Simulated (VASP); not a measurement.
Write the native input for VASP 6.6.1 that does the following.

```yaml
Task: single point
Functional: PBE
Potentials_or_basis: VASP PAW PBE potentials, release 64 (Mg, Zn, O)
Cutoff: 520 eV
k_mesh: 10 × 10 × 10
Occupations: gaussian, width 0.1 eV
Spin: collinear spin, ferrimagnetic start
Starting_moments: "[0.0, -0.12, 1.14, 1.14, 1.14, 1.14] μB"
Dipole_correction: no
Further_INCAR_settings: ALGO = Normal; EDIFF = 1e-06; NBANDS = 32
```

The structure of MgZnO4 lies in POSCAR:

```
MgZnO4
1.0
    0.0000000000      3.7232799836      3.7232799836
    3.7232799836      0.0000000000      3.7232799836
    3.7232799836      3.7232799836      0.0000000000
Mg Zn O
1 1 4
Direct
    0.0000000000      0.0000000000      0.0000000000
    0.5000000000      0.5000000000      0.5000000000
    0.8510336020      0.8510336020      0.4468991940
    0.8510336020      0.4468991940      0.8510336020
    0.4468991940      0.8510336020      0.8510336020
    0.8510336020      0.8510336020      0.8510336020
```

One way to write it, as run:

INCAR

```
SYSTEM = MgZnO4
PREC = Accurate ; ENCUT = 520
EDIFF = 1E-6 ; ISMEAR = 0
SIGMA = 0.1 ; LREAL = .False.
LASPH = .True. ; NELM = 150
ALGO = Normal ; ISIF = 2
LWAVE = .False. ; LCHARG = .False.
ISPIN = 2 ; MAGMOM = 0 -0.12 1.14 1.14 1.14 1.14
LORBIT = 11 ; GGA = PE
NBANDS = 32
```

KPOINTS

```
regular mesh
0
Gamma
  10 10 10
  0 0 0
```

Potentials or basis: VASP PAW PBE potentials, release 64 (Mg, Zn, O).

Command:

```sh
$ cat potpaw_PBE.64/Mg/POTCAR potpaw_PBE.64/Zn/POTCAR potpaw_PBE.64/O/POTCAR > POTCAR
$ mpirun -np 1 vasp_std > vasp.out
```

It gave:

| Property | Result |
| --- | --- |
| Pressure | -0.2 GPa |
| Largest force | 0.008 eV/Å |
| Net moment | 4.55 μB per cell |
| Site moments | Mg +0.04; Zn -0.09; O +1.00 μB |
| Valence electrons inside the program's atomic spheres | Mg 0.46; Zn 10.37; O 4.75 |

Run time: 5.2 min on 1 thread of Intel(R) Xeon(R) Platinum 8259CL CPU @ 2.50GHz (Skylake/Cascade Lake) (shared host), peak memory 0.44 GiB.
